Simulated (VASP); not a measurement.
Wanted: the native input for a VASP 6.6.1 run.

```yaml
Task: relaxation of cell and atoms
Functional: PBE
Potentials_or_basis: VASP PAW PBE potentials, release 64 (Ag)
Cutoff: 500 eV
k_mesh: 10 × 10 × 10
Occupations: fermi-dirac, width 0.05 eV
Spin: no spin polarisation
Target_pressure: 30 GPa
Dipole_correction: no
Further_INCAR_settings: ALGO = Normal; EDIFF = 1e-07; IBRION = 2; EDIFFG = -0.03; NSW = 80; ISIF = 3
```

The structure of Ag lies in POSCAR:

```
Ag
1.0
    0.0000000000      2.0450000000      2.0450000000
    2.0450000000      0.0000000000      2.0450000000
    2.0450000000      2.0450000000      0.0000000000
Ag
1
Direct
    0.0000000000      0.0000000000      0.0000000000
```

One way to write it, as run:

INCAR

```
SYSTEM = Ag
PREC     = Accurate       ! precision mode
ENCUT    = 500            ! plane-wave cutoff, eV
EDIFF    = 1E-7           ! SCF threshold, eV
ISMEAR   = -1             ! smearing method
SIGMA    = 0.05           ! smearing width, eV
LREAL    = .False.        ! projectors in reciprocal space
LASPH    = .True.         ! aspherical terms in the spheres
NELM     = 120            ! most SCF steps
ALGO     = Normal         ! electronic algorithm
ISIF     = 3              ! what is computed and relaxed
LWAVE    = .False.        ! write WAVECAR
LCHARG   = .False.        ! write CHGCAR
GGA      = PE             ! functional
IBRION   = 2              ! ionic algorithm
NSW      = 80             ! ionic steps
EDIFFG   = -0.03          ! ionic threshold
PSTRESS  = 300.0        
GGA_COMPAT= .False.      
NELMIN   = 4
```

KPOINTS

```
regular mesh
0
Gamma
  10 10 10
  0 0 0
```

Potentials or basis: VASP PAW PBE potentials, release 64 (Ag).

Run with:

```console
$ cat potpaw_PBE.64/Ag/POTCAR > POTCAR
$ mpirun -np 1 vasp_std > vasp.out
```

Results of the run:

- Relaxed volume: 14.74 Å³/atom
- Relaxed cell: a = 2.752 Å, b = 2.752 Å, c = 2.752 Å, α = 60.00°, β = 60.00°, γ = 60.00°
- Space group after relaxing (to 0.1 Å): Fm-3m (No. 225)
- Energy change on relaxing (the run minimises the enthalpy): +226.9 meV/atom
- Ionic steps: 5
- Pressure after relaxing: 30.0 GPa
- Band gap on the k mesh: zero (an odd number of electrons rules out a gap without spin polarisation)

Caveat: the cell is relaxed towards a set pressure, so the run minimises the enthalpy, not the energy.

Run time: 17 s on 1 thread of AMD EPYC 9R45 96-Core Processor (Zen 5), with other jobs on the host, peak memory 0.12 GiB.
